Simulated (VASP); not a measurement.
A run of VASP 6.6.1 is set up as follows.

Contents of INCAR:

```
SYSTEM = Hg2O
ALGO = Normal
EDIFF = 1E-6
ENCUT = 600
GGA = PE
GGA_COMPAT = .FALSE.
ISIF = 2
ISMEAR = 0
LASPH = .TRUE.
LCHARG = .FALSE.
LREAL = .FALSE.
LWAVE = .FALSE.
NBANDS = 22
NELM = 120
PREC = Accurate
SIGMA = 0.15
```

File KPOINTS:

```
k-points
0
G
  4 4 4
  0 0 0
```

The input POSCAR:

```
Hg2O
1.0
    0.0000000000      3.1584940205      3.1584940205
    3.1584940205      0.0000000000      3.1584940205
    3.1584940205      3.1584940205      0.0000000000
Hg O
2 1
Direct
    0.5000000000      0.5000000000      0.5000000000
    0.7500000000      0.7500000000      0.7500000000
    0.2500000000      0.2500000000      0.2500000000
```

Potentials or basis: VASP PAW PBE potentials, release 64 (Hg, O).

Command:

```bash
$ cat potpaw_PBE.64/Hg/POTCAR potpaw_PBE.64/O/POTCAR > POTCAR
$ mpirun -np 1 vasp_std > vasp.out
```

**Question.** Estimate the band gap on the k mesh.

**Answer.** 0.26 eV, indirect (least direct gap 0.81 eV).

**Question.** Estimate the pressure.

**Answer.** 0.6 GPa.

Caveat: the k points lie up to 0.43 Å⁻¹ apart; spin-orbit coupling is left out, which moves the levels of the heavy elements. A k mesh can miss the band edges.
